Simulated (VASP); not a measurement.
# Al in VASP: a series of runs, part 2 of 2

VASP 6.6.1.

## (4) Relaxation of cell and atoms, r2SCAN+D3(BJ) (the cell strained at random)

POSCAR

```
Al
1.0
   -1.5718610000      1.6324010000      1.6465090000
    1.5295530000     -1.6156710000      1.5874700000
    1.5553130000      1.5991230000     -1.6297790000
Al
1
Direct
    0.0554330000      0.0094120000      0.0681690000
```

INCAR.step1

```
SYSTEM = Al
PREC = Accurate
ENCUT = 600
ISMEAR = -1
SIGMA = 0.05
LREAL = .FALSE.
LASPH = .TRUE.
NELM = 100
GGA = PE
ALGO = Normal
EDIFF = 1E-4
LWAVE = .TRUE.
LCHARG = .FALSE.
```

INCAR.step2

```
SYSTEM = Al
PREC = Accurate
ENCUT = 600
EDIFF = 1E-6
ISMEAR = -1
SIGMA = 0.05
LREAL = .FALSE.
LASPH = .TRUE.
NELM = 100
ALGO = Normal
ISIF = 3
LWAVE = .FALSE.
LCHARG = .FALSE.
METAGGA = R2SCAN
LMIXTAU = .TRUE.
IVDW = 12
VDW_S6 = 1.0
VDW_S8 = 0.78981345
VDW_A1 = 0.49484001
VDW_A2 = 5.73083694
IBRION = 2
NSW = 60
EDIFFG = -0.01
ISTART = 1
```

KPOINTS

```
Automatic mesh
0
G
  9 9 9
  0 0 0
```

Potentials or basis: VASP PAW PBE potentials, release 64 (Al).

Run with:

```sh
$ cat potpaw_PBE.64/Al/POTCAR > POTCAR
$ cp INCAR.step1 INCAR
$ mpirun -np 1 vasp_std > vasp.out
$ cp INCAR.step2 INCAR
$ mpirun -np 1 vasp_std > vasp.out
```

OUTCAR:

```text
SYSTEM = Al
   PREC = Accurate
   ENCUT = 600
   EDIFF = 1E-6
   ISMEAR = -1
   LREAL = .FALSE.
   LASPH = .TRUE.
   NELM = 100
   ISIF = 3
   METAGGA = R2SCAN
   IVDW = 12
   IBRION = 2
   NSW = 60
   EDIFFG = -0.01
   ISTART = 1
 IVDW          = 12

 ion  position               nearest neighbor table
   1  0.055  0.009  0.068-

  LATTYP: Found a triclinic cell.
 ALAT       =     2.7626748788
 B/A-ratio  =     1.6463082711
 C/A-ratio  =     0.9895455851
 COS(alpha) =     0.0058307396
 COS(beta)  =     0.3075309918
 COS(gamma) =     0.8296158645

  Lattice vectors:

 A1 = (   1.5553130000,   1.5991230000,  -1.6297790000)
 A2 = (   0.0257600000,   3.2147940000,  -3.2172490000)
 A3 = (   1.5130050000,   1.6158530000,   1.6042000000)

[... 294 lines left out ...]

------------------------ aborting loop because EDIFF is reached ----------------------------------------
[... 73 lines left out ...]
--------------------------------------- Ionic step       44  -------------------------------------------

 number of electron       3.0000000 magnetization

 Free energy of the ion-electron system (eV)
  ---------------------------------------------------
  ext. energy  EPLUGINS =         0.00000000
  ---------------------------------------------------
  free energy    TOTEN  =        -6.71230690 eV

  energy without entropy =       -6.71014600  energy(sigma->0) =       -6.71122645

 E-fermi :   8.5635     XC(G=0): -11.0969

 val. band max:        8.5306368675   @ k =   0.0000  -0.0000   0.4444
 cond. band min:       8.6155316854   @ k =  -0.4444  -0.2222   0.2222
 fundamental gap:      0.0848948178
 Fermi energy:         8.5635019619

 k-point     1 :       0.0000    0.0000    0.0000
  band No.  band energies     occupation
      1      -3.6474      2.00000
      2      21.3545      0.00000
      3      21.7430      0.00000
      4      23.3973      0.00000
      5      23.5122      0.00000
[... 177 lines left out ...]
 k-point    24 :       0.0000    0.3333   -0.0000
  band No.  band energies     occupation
      1      -0.1323      2.00000
      2      10.0292      0.00000
      3      19.4665      0.00000
      4      19.6941      0.00000
      5      22.6649      0.00000

 [... further k-points ...]

------------------------ aborting loop because EDIFF is reached ----------------------------------------

 Edisp (eV)   -0.16784

 E8    (eV) :    -0.0595
[... 24 lines left out ...]
  FREE ENERGIE OF THE ION-ELECTRON SYSTEM (eV)
  ---------------------------------------------------
  free  energy   TOTEN  =        -6.8801481193 eV

  energy  without entropy=       -6.8779872230  energy(sigma->0) =       -6.87906767

 reached required accuracy - stopping structural energy minimisation
```

OUTCAR.step1:

```text
SYSTEM = Al
   PREC = Accurate
   ENCUT = 600
   ISMEAR = -1
   LREAL = .FALSE.
   LASPH = .TRUE.
[... 415 lines left out ...]
 -----------------------------------------------------------------------------------
      0.03329      0.18429     -0.00489         0.000000     -0.000000      0.000000
 -----------------------------------------------------------------------------------
    total drift:                                0.000000     -0.000000      0.000000

  FREE ENERGIE OF THE ION-ELECTRON SYSTEM (eV)
  ---------------------------------------------------
  free  energy   TOTEN  =        -3.6417066503 eV

  energy  without entropy=       -3.6376119323  energy(sigma->0) =       -3.63965929
```

OSZICAR.step1:

```text
N       E                     dE             d eps       ncg     rms          rms(c)
DAV:   1    -0.939522030617E+00   -0.93952E+00   -0.92468E+02  3720   0.374E+02
DAV:   2    -0.364121057804E+01   -0.27017E+01   -0.24942E+01  4530   0.348E+01
DAV:   3    -0.366662789395E+01   -0.25417E-01   -0.25040E-01  5290   0.407E+00
DAV:   4    -0.366669956244E+01   -0.71668E-04   -0.71653E-04  5310   0.179E-01
DAV:   5    -0.366669965791E+01   -0.95470E-07   -0.95571E-07  5340   0.564E-03    0.129E+00
DAV:   6    -0.365196798845E+01    0.14732E-01   -0.18628E-03  4690   0.315E-01    0.745E-01
DAV:   7    -0.364171191413E+01    0.10256E-01   -0.55697E-03  4430   0.509E-01    0.144E-01
DAV:   8    -0.364170665029E+01    0.52638E-05   -0.31566E-05  4965   0.556E-02
   1 F= -.36417067E+01 E0= -.36396593E+01  d E =-.409472E-02
```

Run time: 21 min. Hardware: 1 thread of Intel Xeon Platinum 8488C (Sapphire Rapids), shared host; peak memory 0.18 GiB.

Results:

```
Free energy                           : -6.8801 eV
Relaxed volume                        : 15.67 Å³/atom
Relaxed cell                          : a = 2.847 Å, b = 2.784 Å, c = 2.866 Å, α = 121.78°, β = 119.77°, γ = 89.99°
Space group after relaxing (to 0.1 Å) : R-3m (No. 166)
Energy gained by relaxing             : 91.9 meV/atom
Ionic steps                           : 44
Pressure after relaxing               : 0.0 GPa
Band gap on the k mesh                : zero (an odd number of electrons rules out a gap without spin polarisation)
Dispersion energy per atom            : -0.168 eV
```

The path:
| step | energy change (eV) | largest force (eV/Å) | pressure (GPa) | volume (Å³) |
| --- | --- | --- | --- | --- |
| 1 | 0.0000 | 0.0000 | -1.52 | 16.12 |
| 3 | -0.0089 | 0.0000 | 1.03 | 15.69 |
| 5 | -0.0121 | 0.0000 | 0.20 | 15.85 |
| 7 | -0.0156 | 0.0000 | -0.60 | 16.01 |
| 9 | 0.0083 | 0.0000 | 5.51 | 15.35 |
| 11 | -0.0172 | 0.0000 | 1.17 | 15.75 |
| 13 | -0.0199 | 0.0000 | 1.67 | 15.73 |
| 15 | -0.0246 | 0.0000 | 0.57 | 15.92 |
| 17 | -0.0313 | 0.0000 | -3.86 | 16.75 |
| 19 | -0.0363 | 0.0000 | -2.53 | 16.45 |
| 21 | -0.0547 | 0.0000 | -3.23 | 16.44 |
| 23 | -0.0764 | 0.0000 | -3.09 | 16.36 |
| 25 | -0.0867 | 0.0000 | -1.00 | 15.91 |
| 27 | -0.0883 | 0.0000 | 0.45 | 15.65 |
| 29 | -0.0903 | 0.0000 | -0.27 | 15.71 |
| 31 | -0.0906 | 0.0000 | -0.64 | 15.75 |
| 33 | -0.0915 | 0.0000 | 0.28 | 15.62 |
| 35 | -0.0917 | 0.0000 | -0.12 | 15.71 |
| 37 | -0.0917 | 0.0000 | -0.10 | 15.69 |
| 39 | -0.0918 | 0.0000 | 0.18 | 15.65 |
| 41 | -0.0919 | 0.0000 | 0.01 | 15.68 |
| 43 | -0.0919 | 0.0000 | -0.03 | 15.68 |
| 44 | -0.0919 | 0.0000 | 0.00 | 15.67 |

Final structure:
```
Al
1.0
    -1.42904    1.42096    2.01103
     1.33542   -1.44386    1.97013
     1.41326    1.44534   -2.03140
Al
1
Direct
  0.05543 0.00941 0.06817
```

Levels at points of the mesh, in eV from the Fermi level:
```
           k point  band 1  band 2  band 3  band 4  band 5
(0.00, 0.00, 0.00)  -12.21   12.79   13.18   14.83   14.95
```

Caveat: the cell differs from its parent crystal (the cell strained at random); the PAW data sets were made with another functional, which shifts forces and pressure a little.

## (5) Single point, b88 exchange, pbe correlation

This run uses another cell than the first one, of the same volume but with other edges.

INCAR

```
PREC = Accurate
ENCUT = 500
EDIFF = 1E-6
ISMEAR = 1
SIGMA = 0.01
LREAL = F
LASPH = T
NELM = 120
ALGO = Normal
ISIF = 2
LWAVE = F
LCHARG = T
GGA = LIBXC
LIBXC1 = GGA_X_B88
LIBXC2 = GGA_C_PBE
LELF = T
LVHAR = T
NBANDS = 8
GGA_COMPAT = F
```

KPOINTS

```
Automatic mesh
0
Gamma
  12 12 12
```

POSCAR

```
Al
1.0
   -1.5912186900      1.5912186900      1.5912186900
    1.5912186900     -1.5912186900      1.5912186900
    1.5912186900      1.5912186900     -1.5912186900
Al
1
Direct
    0.0000000000      0.0000000000      0.0000000000
```

Run with:

```sh
$ cat potpaw_PBE.64/Al/POTCAR > POTCAR
$ mpirun -np 1 vasp_std > vasp.out
```

Wall time 6.1 s (1 thread of Intel Xeon Platinum 8488C (Sapphire Rapids), shared host); peak memory 0.12 GiB.

The run converged. Its results:

```yaml
Free_energy: -3.5345 eV
Pressure: 4.4 GPa
Band_gap_on_the_k_mesh: zero (an odd number of electrons rules out a gap without spin polarisation)
```

Levels at points of the mesh, in eV from the Fermi level:
```
           k point  band 1  band 2  band 3  band 4
(0.00, 0.00, 0.00)  -11.28   13.38   13.38   13.38
(0.50, 0.00, 0.00)   -4.40   -3.88    8.32    8.33
(0.50, 0.50, 0.50)    1.90    1.90    1.90    2.97
```

Caveat: the cell stands under pressure; the PAW data sets were made with another functional, which shifts forces and pressure a little.

## (6) Overview

```csv
task,level,cell,k mesh,cutoff (eV),smearing,gap on the mesh (eV),pressure (GPa)
single point,RPBE+D4,"a = 2.708, b = 2.823, c = 2.726 Å, angles 109.6, 108.2, 110.2°, 1 atom",9 × 9 × 9,520,gaussian 0.1 eV,none,-1.1
single point,BLYP+D3(BJ),"a = 2.712, b = 2.763, c = 2.775 Å, angles 109.0, 109.5, 109.4°, 1 atom",9 × 9 × 9,520,methfessel-paxton 0.1 eV,none,-0.6
relaxation of cell and atoms,r2SCAN+D3(BJ),"relaxed from a = 2.801, b = 2.733, c = 2.763 Å, angles 111.7, 109.0, 108.5°, 1 atom",9 × 9 × 9,600,fermi-dirac 0.05 eV,none,0.0
single point,"b88 exchange, pbe correlation","a = 2.756 Å, angles 109.5°, 1 atom",12 × 12 × 12,500,methfessel-paxton 0.01 eV,none,4.4
```

Alike in all rows: potentials or basis VASP PAW PBE potentials, release 64 (Al); no spin polarisation.

Caveats: the PAW data sets were made with another functional, which shifts forces and pressure a little; the cell stands under pressure (at least some runs).

Absolute energies hang on the potentials; compare differences alone.
